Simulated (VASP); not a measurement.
Here is a VASP 6.6.1 calculation.

Contents of INCAR:

```
SYSTEM = Al3N
ALGO = Normal ; DIPOL = 0.5 0.5 0.342
EDIFF = 1E-6 ; EDIFFG = -0.025
ENCUT = 520 ; GGA = PS
IBRION = 2 ; IDIPOL = 3
ISIF = 2 ; ISMEAR = 0
LASPH = .True. ; LCHARG = .False.
LDIPOL = .True. ; LREAL = .False.
LWAVE = .False. ; NELM = 100
NSW = 36 ; PREC = Accurate
SIGMA = 0.1
```

File KPOINTS:

```
k-points
0
Gamma
  9 9 1
  0 0 0
```

Contents of POSCAR:

```
Al3N
1.0
    2.8394270062      0.0000000000      0.0000000000
    0.0000000000      2.8394270062      0.0000000000
    0.0000000000      0.0000000000     19.6413451746
Al N
3 1
Selective dynamics
Direct
    0.5000000000      0.5000000000      0.2036520393  F F F
    0.0000000000      0.0000000000      0.3090064780  F F F
    0.5000000000      0.5000000000      0.4145003869  F F F
    0.8333333333      1.0000000000      0.4388757115  F F T
```

Potentials or basis: VASP PAW PBE potentials, release 64 (Al, N).

The run is started by

```bash
$ cat potpaw_PBE.64/Al/POTCAR potpaw_PBE.64/N/POTCAR > POTCAR
$ mpirun -np 1 vasp_std > vasp.out
```

Problem. Estimate the band gap on the k mesh.

Solution. Zero (bands 7 and 8 overlap by 0.82 eV).

Problem. Predict the energy gained by relaxing.

Solution. 65.1 meV/atom.

Final structure:
```cif
data_structure
_symmetry_space_group_name_H-M 'P 1'
_symmetry_Int_Tables_number 1
_cell_length_a 2.8394
_cell_length_b 2.8394
_cell_length_c 19.6413
_cell_angle_alpha 90.000
_cell_angle_beta 90.000
_cell_angle_gamma 90.000
_cell_volume 158.36
loop_
_atom_site_label
_atom_site_type_symbol
_atom_site_fract_x
_atom_site_fract_y
_atom_site_fract_z
_atom_site_occupancy
Al1 Al 0.50000 0.50000 0.20365 1
Al2 Al 0.00000 0.00000 0.30901 1
Al3 Al 0.50000 0.50000 0.41450 1
N1 N 0.83333 0.00000 0.42246 1
```
